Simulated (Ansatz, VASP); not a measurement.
## C: VASP beside Ansatz

The input POSCAR:

```
C
1.0
   -2.5113391176      0.0000000000      0.0000000000
   -1.2556695588     -2.1748834734      0.0000000000
    0.2511339118      0.7249611578     10.3359979276
C
10
Direct
   -0.3248435603      0.0248178013      0.8741534038
    0.6850835603      0.9751821987      0.7252465962
    0.0583808074      0.1086959628      0.1257878883
    0.7018591926      0.8913040372      0.4736121117
    0.0484462825      0.1583685877      0.2748057630
    0.7117937175      0.8416314123      0.3245942370
    0.0051493644      0.3748531780      0.9242595341
    0.3550906356      0.6251468220      0.6751404659
    0.3950534886      0.4253325570      0.0756976711
    0.3651865114      0.5746674430      0.5237023289
```

INCAR.step1

```
ALGO = Normal ; EDIFF = 1E-4
ENCUT = 520 ; GGA = PE
ISMEAR = 0 ; LASPH = T
LCHARG = F ; LREAL = F
LWAVE = T ; NBANDS = 31
NELM = 80 ; PREC = Accurate
SIGMA = 0.05
```

INCAR.step2

```
ALGO = Normal ; EDIFF = 1E-6
ENCUT = 520 ; ISIF = 2
ISMEAR = 0 ; ISTART = 1
LASPH = T ; LCHARG = F
LMIXTAU = T ; LREAL = F
LWAVE = F ; METAGGA = R2SCAN
NBANDS = 31 ; NELM = 80
PREC = Accurate ; SIGMA = 0.05
```

File KPOINTS:

```
k-points
0
Gamma
  10 10 3
```

Input for Ansatz:

```yaml
crystal:
  lattice:
    - [-2.5113391176, 0.0, 0.0]
    - [-1.2556695588, -2.1748834734, 0.0]
    - [0.2511339118, 0.7249611578, 10.3359979276]
  atoms:
    - { symbol: C, position: [-0.3248435603, 0.0248178013, 0.8741534038] }
    - { symbol: C, position: [0.6850835603, 0.9751821987, 0.7252465962] }
    - { symbol: C, position: [0.0583808074, 0.1086959628, 0.1257878883] }
    - { symbol: C, position: [0.7018591926, 0.8913040372, 0.4736121117] }
    - { symbol: C, position: [0.0484462825, 0.1583685877, 0.274805763] }
    - { symbol: C, position: [0.7117937175, 0.8416314123, 0.324594237] }
    - { symbol: C, position: [0.0051493644, 0.374853178, 0.9242595341] }
    - { symbol: C, position: [0.3550906356, 0.625146822, 0.6751404659] }
    - { symbol: C, position: [0.3950534886, 0.425332557, 0.0756976711] }
    - { symbol: C, position: [0.3651865114, 0.574667443, 0.5237023289] }
basis:
  ecutwfc: 500
kpoints:
  mp_grid: { grid: [10, 10, 3] }
hamiltonian:
  xc: r2scan
scf:
  occupations: { method: gaussian, width: 0.05 }
output:
  forces: true
  stress: true
  eigenvalues: true
```

Alike in both runs: task single point; functional r2SCAN; k mesh 10 × 10 × 3; occupations gaussian, width 0.05 eV; no spin polarisation.

|  | VASP | Ansatz |
| --- | --- | --- |
| version | VASP 6.6.1 | Ansatz 0.2.0 |
| potentials or method | VASP PAW PBE potentials, release 64 (C), cutoff 520 eV | scalar-relativistic, plane waves, PAW |
| valence electrons in the cell | 40 | 40 |

```tsv
	VASP	Ansatz	Ansatz less VASP
gap on the k mesh at the Fermi level (eV)	0.84	0.85	+0.015
least direct gap on the mesh (eV)	2.78	2.78	+0.002
pressure (GPa)	4.3	3.1	-1.10
traceless stress, the component that is largest in VASP (GPa)	30.99	30.99	-0.002
rms of the force components (eV/Å)	1.363	1.370	+0.0068
```

VASP's potentials were made for PBE, not for r2SCAN. Atom by atom the forces differ by 0.011 eV/Å (rms over components). With one functional, cell and mesh, what is left measures potentials, basis and numerics.
